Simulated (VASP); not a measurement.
# AlN in VASP: notebook

AlN is run at these levels: PBE; tasks: single point.

Program: VASP 6.6.1. These are calculated values, not measurements. Logs are shortened: lines on timing, memory, paths and dates and some standing lists are left out, and cuts for length are marked.

### Step 1. The cell of the first run

The structure is cubic, space group Fm-3m (No. 225). Conventional cell: a = 4.123 Å, b = 4.123 Å, c = 4.123 Å, α = 90.00°, β = 90.00°, γ = 90.00°. Al (site symmetry m-3m) has 6 N at 2.06 Å within 2.7 Å. N (site symmetry m-3m) has 6 Al at 2.06 Å within 2.7 Å.

### Step 2. Single point, PBE

INCAR

```
PREC = Accurate
ENCUT = 520
EDIFF = 1E-6
ISMEAR = 0
SIGMA = 0.05
LREAL = False
LASPH = True
NELM = 80
ALGO = Normal
ISIF = 2
LWAVE = False
LCHARG = True
GGA = PE
LELF = True
LVHAR = True
NBANDS = 11
```

KPOINTS

```
regular mesh
0
Gamma
  10 10 10
```

POSCAR

```
AlN
1.0
    0.0000000000      2.0616626537      2.0616626537
    2.0616626537      0.0000000000      2.0616626537
    2.0616626537      2.0616626537      0.0000000000
Al N
1 1
Direct
    0.5000000000      0.5000000000      0.5000000000
    0.0000000000      0.0000000000      0.0000000000
```

Potentials or basis: VASP PAW PBE potentials, release 64 (Al, N).

On the command line:

```
> cat potpaw_PBE.64/Al/POTCAR potpaw_PBE.64/N/POTCAR > POTCAR
> mpirun -np 1 vasp_std > vasp.out
```

OUTCAR:

```text
PREC = Accurate
   ENCUT = 520
   EDIFF = 1E-6
   ISMEAR = 0
   LREAL = False
   LASPH = True
   NELM = 80
   ISIF = 2
   GGA = PE

 ion  position               nearest neighbor table
   1  0.500  0.500  0.500-   2 2.06   2 2.06   2 2.06   2 2.06   2 2.06   2 2.06
   2  0.000  0.000  0.000-   1 2.06   1 2.06   1 2.06   1 2.06   1 2.06   1 2.06

  LATTYP: Found a face centered cubic cell.
 ALAT       =     4.1233253074

  Lattice vectors:

 A1 = (   0.0000000000,   2.0616626537,   2.0616626537)
 A2 = (   2.0616626537,   0.0000000000,   2.0616626537)
 A3 = (   2.0616626537,   2.0616626537,   0.0000000000)

Analysis of symmetry for initial positions (statically):
=====================================================================
 Subroutine PRICEL returns:
 Original cell was already a primitive cell.

 Routine SETGRP: Setting up the symmetry group for a
 face centered cubic supercell.

 Subroutine GETGRP returns: Found 48 space group operations
 (whereof 48 operations were pure point group operations)
 out of a pool of 48 trial point group operations.

The static configuration has the point symmetry O_h .

Analysis of symmetry for dynamics (positions and initial velocities):
=====================================================================
 Subroutine PRICEL returns:
 Original cell was already a primitive cell.

 Routine SETGRP: Setting up the symmetry group for a
 face centered cubic supercell.

 Subroutine GETGRP returns: Found 48 space group operations
 (whereof 48 operations were pure point group operations)
 out of a pool of 48 trial point group operations.

The dynamic configuration has the point symmetry O_h .

 Subroutine INISYM returns: Found 48 space group operations
 (whereof 48 operations are pure point group operations),
 and found     1 'primitive' translations

----------------------------------------------------------------------------------------

                                     Primitive cell

  volume of cell :      17.5260

  direct lattice vectors                    reciprocal lattice vectors
     0.000000000  2.061662654  2.061662654    -0.242522703  0.242522703  0.242522703
     2.061662654  0.000000000  2.061662654     0.242522703 -0.242522703  0.242522703
     2.061662654  2.061662654  0.000000000     0.242522703  0.242522703 -0.242522703

  length of vectors
     2.915631286  2.915631286  2.915631286     0.420061644  0.420061644  0.420061644

  position of ions in fractional coordinates (direct lattice)
     0.500000000  0.500000000  0.500000000
     0.000000000  0.000000000  0.000000000

  ion indices of the primitive-cell ions
   primitive index   ion index
                 1           1
                 2           2

----------------------------------------------------------------------------------------

 KPOINTS: regular mesh

Automatic generation of k-mesh.
 Grid dimensions read from file:
 generate k-points for:   10   10   10

 Generating k-lattice:

  Cartesian coordinates                     Fractional coordinates (reciprocal lattice)
    -0.024252270  0.024252270  0.024252270     0.100000000  0.000000000  0.000000000
     0.024252270 -0.024252270  0.024252270     0.000000000  0.100000000  0.000000000
     0.024252270  0.024252270 -0.024252270     0.000000000  0.000000000  0.100000000

  Length of vectors
     0.042006164  0.042006164  0.042006164

  Shift w.r.t. Gamma in fractional coordinates (k-lattice)
     0.000000000  0.000000000  0.000000000

 Subroutine IBZKPT returns following result:
 ===========================================

 Found     47 irreducible k-points:

 Following reciprocal coordinates:
            Coordinates               Weight
  0.000000  0.000000  0.000000      1.000000
  0.100000  0.000000  0.000000      8.000000
  0.200000  0.000000  0.000000      8.000000
  0.300000  0.000000  0.000000      8.000000
  0.400000  0.000000  0.000000      8.000000
  0.500000  0.000000  0.000000      4.000000
[... 16 lines left out ...]
  0.300000  0.300000  0.000000      6.000000
  0.400000  0.300000  0.000000     24.000000
 [... further k-points ...]
   k-points           NKPTS =     47   k-points in BZ     NKDIM =     47   number of bands    NBANDS=     11
   number of dos      NEDOS =    301   number of ions     NIONS =      2
   total plane-waves  NPLWV =  13824
   dimension x,y,z NGX =    24 NGY =   24 NGZ =   24
   dimension x,y,z NGXF=    48 NGYF=   48 NGZF=   48
   ions per type =               1   1
   NGX,Y,Z   is equivalent  to a cutoff of  13.68, 13.68, 13.68 a.u.
   NGXF,Y,Z  is equivalent  to a cutoff of  27.37, 27.37, 27.37 a.u.
 SYSTEM =  unknown system
   PREC   = accura    normal or accurate (medium, high low for compatibility)
   ISTART =      0    job   : 0-new  1-cont  2-samecut
   ICHARG =      2    charge: 1-file 2-atom 10-const
   ISPIN  =      1    spin polarized calculation?
   LNONCOLLINEAR =      F non collinear calculations
   LSORBIT =      F    spin-orbit coupling
   LASPH  =      T    aspherical Exc in radial PAW
   ENCUT  =  520.0 eV  38.22 Ry    6.18 a.u.   5.42  5.42  5.42*2*pi/ulx,y,z
   NELM   =     80;   NELMIN=  2; NELMDL= -5     # of ELM steps
   EDIFF  = 0.1E-05   stopping-criterion for ELM
   LREAL  =      F    real-space projection
   EDIFFG = 0.1E-04   stopping-criterion for IOM
   NSW    =      0    number of steps for IOM
   IBRION =     -1    ionic relax: 0-MD 1-quasi-New 2-CG
   NFREE  =      0    steps in history (QN), initial steepest desc. (CG)
   ISIF   =      2    stress and relaxation
   ISYM   =      2    0-nonsym 1-usesym 2-fastsym
   POTIM  = 0.5000    time-step for ionic-motion
   TEBEG  =    0.0;   TEEND  =   0.0 temperature during run
   PSTRESS=    0.0 pullay stress
   NELECT =       8.0000    total number of electrons
   NUPDOWN=      -1.0000    fix difference up-down
   EMIN   =  10.00;   EMAX   =-10.00  energy-range for DOS
   EFERMI =   0.00;   METHOD = LEGACY
   ISMEAR =     0;   SIGMA  =   0.05  broadening in eV -4-tet -1-fermi 0-gaus
   EFERMI_NEDOS =   21; number of points for ismear=-14 and -15
   IALGO  =     38    algorithm
   IMIX   =      4    mixing-type and parameters
     AMIX     =   0.40;   BMIX     =  1.00
     AMIX_MAG =   1.60;   BMIX_MAG =  1.00
  volume/ion in A,a.u.               =       8.76        59.14
  Fermi-wavevector in a.u.,A,eV,Ry     =   1.260503  2.382005 21.617860  1.588868
  Thomas-Fermi vector in A             =   2.394009
   LORBIT       =      0    0 simple, 1 ext, 2 COOP (PROOUT), +10 PAW based schemes
   GGA     = PE    functional components
   LHFCALC =     F    Hartree Fock is set to
   AEXX    =    0.0000 exact exchange contribution
   IVDW    =     0    specifies the selected vdW correction
   LEPSILON=     F    determine dielectric tensor
   LRPA    =     F    only Hartree local field effects (RPA)
 non-spin polarized calculation
 Gauss-broadening in eV      SIGMA  =   0.05
  energy-cutoff  :      520.00
  volume of cell :       17.53
 maximum number of plane-waves:       495
 NGX is ok and might be reduce to    24
   NGX = 11   NGY = 11   NGZ = 11

 number of electron       8.0000001 magnetization

 Free energy of the ion-electron system (eV)
  ---------------------------------------------------
  ext. energy  EPLUGINS =         0.00000000
  ---------------------------------------------------
  free energy    TOTEN  =       -14.52602754 eV

  energy without entropy =      -14.52602754  energy(sigma->0) =      -14.52602754

 E-fermi :   9.5597     XC(G=0): -12.0130

 val. band max:        9.2190042328   @ k =   0.0000   0.0000   0.0000
 cond. band min:      13.2720101281   @ k =   0.5000   0.5000   0.0000
 fundamental gap:      4.0530058953
 Fermi energy:         9.5597108944

 k-point     1 :       0.0000    0.0000    0.0000
  band No.  band energies     occupation
      1      -7.8118      2.00000
      2       9.2190      2.00000
      3       9.2190      2.00000
      4       9.2190      2.00000
      5      14.0738      0.00000
      6      21.1941      0.00000
      7      21.1941      0.00000
      8      21.1941      0.00000
      9      26.1789      0.00000
     10      26.5780      0.00000
     11      26.5780      0.00000

 k-point     2 :       0.1000    0.0000    0.0000
  band No.  band energies     occupation
      1      -7.6185      2.00000
      2       8.2003      2.00000
      3       9.1091      2.00000
      4       9.1091      2.00000
      5      14.7432      0.00000
      6      20.2846      0.00000
      7      21.4596      0.00000
      8      21.4596      0.00000
      9      24.8356      0.00000
     10      24.8356      0.00000
     11      26.6548      0.00000

 k-point     3 :       0.2000    0.0000    0.0000
  band No.  band energies     occupation
      1      -7.0561      2.00000
      2       6.1274      2.00000
      3       8.8420      2.00000
      4       8.8420      2.00000
      5      15.5263      0.00000
      6      19.6365      0.00000
      7      21.4922      0.00000
      8      21.4922      0.00000
      9      24.3493      0.00000
     10      24.3493      0.00000
     11      25.9467      0.00000

 k-point     4 :       0.3000    0.0000    0.0000
  band No.  band energies     occupation
      1      -6.1992      2.00000
      2       3.9117      2.00000
      3       8.5451      2.00000
      4       8.5451      2.00000
      5      15.4415      0.00000
      6      20.3245      0.00000
      7      20.6706      0.00000
      8      20.6706      0.00000
      9      25.1929      0.00000
     10      25.8475      0.00000
     11      25.8475      0.00000
[... 239 lines left out ...]
 k-point    22 :      -0.2000    0.2000    0.0000
  band No.  band energies     occupation
      1      -5.9223      2.00000
      2       4.4014      2.00000
      3       6.4640      2.00000
      4       8.6134      2.00000
      5      17.2811      0.00000
      6      18.9695      0.00000
      7      19.4051      0.00000
      8      21.1723      0.00000
      9      23.9506      0.00000
     10      27.7409      0.00000
     11      28.7989      0.00000

 k-point    23 :       0.3000    0.3000    0.0000
  band No.  band energies     occupation
      1      -5.6945      2.00000
      2       4.5642      2.00000
      3       7.3116      2.00000
      4       7.3116      2.00000
      5      15.4840      0.00000
      6      15.9587      0.00000
      7      20.3100      0.00000
      8      24.1604      0.00000
      9      24.1604      0.00000
     10      29.2153      0.00000
     11      32.4519      0.00000

 k-point    24 :       0.4000    0.3000    0.0000
  band No.  band energies     occupation
      1      -4.9943      2.00000
      2       3.6032      2.00000
      3       6.5798      2.00000
      4       7.0684      2.00000
      5      14.9056      0.00000
      6      16.0301      0.00000
      7      20.7702      0.00000
      8      24.0984      0.00000
      9      24.7907      0.00000
     10      30.4080      0.00000
     11      33.1399      0.00000

 [... further k-points ...]
[... 5 lines left out ...]
  --------------------------------------------------------------------------------------
  -------------------------------------------------------------------------------------
  Total       -1.0109173     -1.0109173     -1.0109173      0.0000000      0.0000000     -0.0000000
  in kB      -92.4152030    -92.4152030    -92.4152030      0.0000000      0.0000000     -0.0000000
  external PRESSURE =     -92.4152030 kB  Pullay stress =       0.0000000 kB

 VOLUME and BASIS-vectors are now :
 -----------------------------------------------------------------------------
  energy-cutoff  :      520.00
  volume of cell :       17.53
      direct lattice vectors                 reciprocal lattice vectors
     0.000000000  2.061662654  2.061662654    -0.242522703  0.242522703  0.242522703
     2.061662654  0.000000000  2.061662654     0.242522703 -0.242522703  0.242522703
     2.061662654  2.061662654  0.000000000     0.242522703  0.242522703 -0.242522703

 POSITION                                       TOTAL-FORCE (eV/Angst)
 -----------------------------------------------------------------------------------
      2.06166      2.06166      2.06166         0.000000      0.000000      0.000000
      0.00000      0.00000      0.00000        -0.000000     -0.000000     -0.000000
 -----------------------------------------------------------------------------------
    total drift:                                0.000000     -0.000000     -0.000000

  FREE ENERGIE OF THE ION-ELECTRON SYSTEM (eV)
  ---------------------------------------------------
  free  energy   TOTEN  =       -14.5260275422 eV

  energy  without entropy=      -14.5260275422  energy(sigma->0) =      -14.52602754
```

Wall time 5.5 s (1 thread of AMD EPYC 9R45 (Zen 5), shared host); peak memory 0.1 GiB.

What came out:

* Free energy: -14.5260 eV
* Pressure: -9.2 GPa
* Band gap on the k mesh: 4.05 eV, indirect (least direct gap 4.85 eV)

Levels at points of the mesh, in eV from the valence-band top:
```csv
k point,band 1,band 2,band 3,band 4,band 5,band 6,band 7,band 8,band 9
"(0.00, 0.00, 0.00)",-17.03,0.00,0.00,0.00,4.85,11.98,11.98,11.98,16.96
"(0.50, 0.00, 0.00)",-14.00,-7.94,-0.97,-0.97,5.77,10.53,10.53,12.42,15.48
"(0.50, 0.50, 0.00)",-13.10,-6.99,-2.65,-2.65,4.05,5.39,13.34,16.34,16.34
```

A k mesh can miss the band edges. Expect the measured gap to be larger: semilocal functionals such as PBE lack the derivative discontinuity.

(Part 1 of 2 ends here.)
